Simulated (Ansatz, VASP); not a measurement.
# Two plane-wave programs on Al

File INCAR:

```
ALGO = Normal
EDIFF = 1E-6
ENCUT = 520
GGA = RP
ISIF = 2
ISMEAR = -1
LASPH = True
LCHARG = False
LREAL = False
LWAVE = False
NBANDS = 8
NELM = 100
PREC = Accurate
SIGMA = 0.1
```

The input KPOINTS:

```
k-points
0
Gamma
  15 15 15
```

File POSCAR:

```
Al
1.0
   -1.6498689112      1.6498689112      1.6498689112
    1.6498689112     -1.6498689112      1.6498689112
    1.6498689112      1.6498689112     -1.6498689112
Al
1
Direct
    0.0000000000      0.0000000000      0.0000000000
```

Input for Ansatz:

```yaml
crystal:
  lattice:
    - [-1.6498689112, 1.6498689112, 1.6498689112]
    - [1.6498689112, -1.6498689112, 1.6498689112]
    - [1.6498689112, 1.6498689112, -1.6498689112]
  atoms:
    - { symbol: Al, position: [0.0, 0.0, 0.0] }
hamiltonian:
  xc: rpbe
  pseudopotentials:
    kind: paw
    azcp:
      Al: "pseudopotentials/Al.paw.azcp"
basis:
  ecutwfc: 420
  fft_grid_basis: typed
kpoints:
  mp_grid: { grid: [15, 15, 15], shift: [0, 0, 0] }
magnetization:
  spin_polarized: false
scf:
  occupations: { method: fermi_dirac, width: 0.1 }
  lower_state_search: "off"
output:
  stress: true
```

Alike in both runs: task single point; functional RPBE; k mesh 15 × 15 × 15; occupations fermi-dirac, width 0.1 eV; no spin polarisation.

|  | VASP | Ansatz |
| --- | --- | --- |
| version | VASP 6.6.1 | Ansatz 0.2.0 |
| potentials or method | VASP PAW PBE potentials, release 64 (Al), cutoff 520 eV | plane waves (420 eV) with PAW, scalar-relativistic |
| valence electrons in the cell | 3 | 3 |

|  | VASP | Ansatz | Ansatz less VASP |
| --- | --- | --- | --- |
| pressure (GPa) | -2.6 | -2.5 | +0.14 |

VASP's potentials were made for PBE, not for RPBE. The functional is the same, so the differences come from potentials, cutoffs and numerics.
